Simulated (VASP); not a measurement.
Set up this calculation in VASP 6.6.1, as the native input.

| Item | Value |
| --- | --- |
| Task | single point |
| Functional | PBEsol |
| Potentials or basis | VASP PAW PBE potentials, release 64 (Cu, Al) |
| Cutoff | 520 eV |
| k mesh | 9 × 9 × 9 |
| Occupations | fermi-dirac, width 0.05 eV |
| Spin | no spin polarisation |
| Dipole correction | no |
| Further INCAR settings | ALGO = Normal; EDIFF = 1e-07; NBANDS = 16 |

The structure of Al2Cu lies in POSCAR:

```
Al2Cu
1.0
   -1.9720139303      1.9720139303      2.7871105619
    1.9720139303     -1.9720139303      2.7871105619
    1.9720139303      1.9720139303     -2.7871105619
Cu Al
1 2
Direct
    0.5000000000      0.5000000000      0.0000000000
    0.2500000000      0.7500000000      0.5000000000
    0.7500000000      0.2500000000      0.5000000000
```

The input as run:

INCAR

```
SYSTEM = Al2Cu
PREC = Accurate
ENCUT = 520
EDIFF = 1E-7
ISMEAR = -1
SIGMA = 0.05
LREAL = .False.
LASPH = .True.
NELM = 80
ALGO = Normal
ISIF = 2
LWAVE = .False.
LCHARG = .False.
GGA = PS
NBANDS = 16
```

KPOINTS

```
Automatic mesh
0
Gamma
  9 9 9
  0 0 0
```

Potentials or basis: VASP PAW PBE potentials, release 64 (Cu, Al).

Command:

```console
$ cat potpaw_PBE.64/Cu/POTCAR potpaw_PBE.64/Al/POTCAR > POTCAR
$ mpirun -np 1 vasp_std > vasp.out
```

It gave:

| Property | Result |
| --- | --- |
| Pressure | 10.2 GPa |

Caveat: the PAW data sets were made with another functional, which shifts forces and pressure a little.

Wall time 58 s on 1 thread of Intel(R) Xeon(R) Platinum 8259CL CPU @ 2.50GHz (Skylake/Cascade Lake) (shared host), peak memory 0.2 GiB.
